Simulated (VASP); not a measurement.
Here is a VASP 6.6.1 calculation.

Contents of INCAR:

```
  PREC = Accurate
  ENCUT = 520
  EDIFF = 1E-7
  ISMEAR = -1
  SIGMA = 0.05
  LREAL = False
  LASPH = True
  NELM = 150
  ALGO = Normal
  ISIF = 2
  LWAVE = False
  LCHARG = True
  ISPIN = 2
  MAGMOM = 1 0
  LORBIT = 11
  LMAXMIX = 4
  GGA = PE
  LELF = True
  LVHAR = True
  NBANDS = 19
```

KPOINTS

```
Automatic mesh
0
Gamma
  4 4 4
```

POSCAR

```
NiO
1.0
    0.0000000000      2.0859016414      2.0859016414
    2.0859016414      0.0000000000      2.0859016414
    2.0859016414      2.0859016414      0.0000000000
Ni O
1 1
Direct
    0.0000000000      0.0000000000      0.0000000000
    0.5000000000      0.5000000000      0.5000000000
```

Potentials or basis: VASP PAW PBE potentials, release 64 (Ni, O).

Command:

```sh
$ cat potpaw_PBE.64/Ni/POTCAR potpaw_PBE.64/O/POTCAR > POTCAR
$ mpirun -np 1 vasp_std > vasp.out
```

Predict the site moments.

Ni +1.16; O +0.18 μB.

What does it give for the net moment?

1.38 μB per cell.

What does it give for the pressure?

2.0 GPa.

Caveat: the k points lie up to 0.65 Å⁻¹ apart; a cell with one magnetic atom can't hold antiferromagnetic order, which such compounds often take.
